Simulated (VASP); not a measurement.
Wanted: the native input for a VASP 6.6.1 run.

```
Task                   : single point
Functional             : PBEsol
Potentials or basis    : VASP PAW PBE potentials, release 64 (Sb)
Cutoff                 : 520 eV
k mesh                 : 21 × 21 × 21
Occupations            : fermi-dirac, width 0.15 eV
Spin                   : no spin polarisation
Dipole correction      : no
Further INCAR settings : ALGO = Normal; EDIFF = 1e-06; NBANDS = 8
```

The structure of Sb lies in POSCAR:

```
Sb
1.0
    3.1438166807      0.0000000000      0.0000000000
    0.0000000000      3.1438166807      0.0000000000
    0.0000000000      0.0000000000      3.1438166807
Sb
1
Direct
    0.0000000000      0.0000000000      0.0000000000
```

These files were run (other wordings do the same):

INCAR

```
SYSTEM = Sb
  PREC = Accurate
  ENCUT = 520
  EDIFF = 1E-6
  ISMEAR = -1
  SIGMA = 0.15
  LREAL = .False.
  LASPH = .True.
  NELM = 80
  ALGO = Normal
  ISIF = 2
  LWAVE = .False.
  LCHARG = .False.
  GGA = PS
  NBANDS = 8
```

KPOINTS

```
Automatic mesh
0
Gamma
  21 21 21
  0 0 0
```

Potentials or basis: VASP PAW PBE potentials, release 64 (Sb).

Launch:

```bash
$ cat potpaw_PBE.64/Sb/POTCAR > POTCAR
$ mpirun -np 1 vasp_std > vasp.out
```

It gave:

The pressure is -4.1 GPa.

Caveat: the PAW data sets were made with another functional, which shifts forces and pressure a little.

Wall time 41 s on 1 thread of Intel Xeon 8259CL (shared host), peak memory 0.19 GiB.
